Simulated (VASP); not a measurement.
Input of a VASP 6.6.1 run:

The input POSCAR:

```
Ge
1.0
    0.0000000000      2.8360149687      2.8360149687
    2.8360149687      0.0000000000      2.8360149687
    2.8360149687      2.8360149687      0.0000000000
Ge
2
Direct
    0.5000000000      0.5000000000      0.5000000000
    0.7500000000      0.7500000000      0.7500000000
```

File INCAR.step1:

```
SYSTEM = Ge
PREC = Accurate ; ENCUT = 520
ISMEAR = -1 ; SIGMA = 0.3
LREAL = .False. ; LASPH = .True.
NELM = 80 ; NBANDS = 21
GGA = PE ; ALGO = Normal
EDIFF = 1E-4 ; LWAVE = .True.
LCHARG = .False.
```

INCAR.step2

```
SYSTEM = Ge
PREC = Accurate ; ENCUT = 520
EDIFF = 1E-6 ; ISMEAR = -1
SIGMA = 0.3 ; LREAL = .False.
LASPH = .True. ; NELM = 80
ALGO = Normal ; ISIF = 2
LWAVE = .False. ; LCHARG = .False.
METAGGA = R2SCAN ; LMIXTAU = .True.
NBANDS = 21 ; ISTART = 1
```

File KPOINTS:

```
Automatic mesh
0
Gamma
  10 10 10
  0 0 0
```

Potentials or basis: VASP PAW PBE potentials, release 64 (Ge_d).

Command:

```sh
$ cat potpaw_PBE.64/Ge_d/POTCAR > POTCAR
$ cp INCAR.step1 INCAR
$ mpirun -np 1 vasp_std > vasp.out
$ cp INCAR.step2 INCAR
$ mpirun -np 1 vasp_std > vasp.out
```

**Question.** Predict the pressure.

**Answer.** 0.4 GPa.

**Question.** Predict the band gap on the k mesh.

**Answer.** 0.33 eV.

Caveat: the PAW data sets were made with another functional, which shifts forces and pressure a little. A k mesh can miss the band edges.
